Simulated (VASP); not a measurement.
Here is a VASP 6.6.1 calculation.

The input INCAR:

```
PREC     = Accurate       # precision mode
ENCUT    = 520            # plane-wave cutoff, eV
EDIFF    = 1E-7           # SCF threshold, eV
ISMEAR   = 0              # smearing method
SIGMA    = 0.1            # smearing width, eV
LREAL    = False          # projectors in reciprocal space
LASPH    = True           # aspherical terms in the spheres
NELM     = 60             # most SCF steps
ALGO     = Fast           # electronic algorithm
ISIF     = 2              # what is computed and relaxed
LWAVE    = False          # write WAVECAR
LCHARG   = True           # write CHGCAR
GGA      = PE             # functional
LELF     = True           # ELF
LVHAR    = True         
NBANDS   = 23             # bands
```

Contents of KPOINTS:

```
Automatic mesh
0
Gamma
  6 6 4
```

POSCAR

```
CsSe
1.0
    4.7785742077      0.0000000000      0.0000000000
   -2.3892871038      4.1383666578      0.0000000000
    0.0000000000      0.0000000000      9.7450606927
Cs Se
2 2
Direct
    0.0000000000      0.0000000000      0.4103217696
    0.0000000000      0.0000000000      0.9103217696
    0.6666666667      0.3333333333      0.1603260376
    0.3333333333      0.6666666667      0.6603260376
```

Potentials or basis: VASP PAW PBE potentials, release 64 (Cs_sv, Se).

Run with:

```sh
$ cat potpaw_PBE.64/Cs_sv/POTCAR potpaw_PBE.64/Se/POTCAR > POTCAR
$ mpirun -np 1 vasp_std > vasp.out
```

Task: Estimate the pressure.

Result: 0.0 GPa.

Task: Predict the band gap on the k mesh.

Result: Zero (bands 15 and 16 overlap by 0.40 eV).

Caveat: spin-orbit coupling is left out, which moves the levels of the heavy elements.
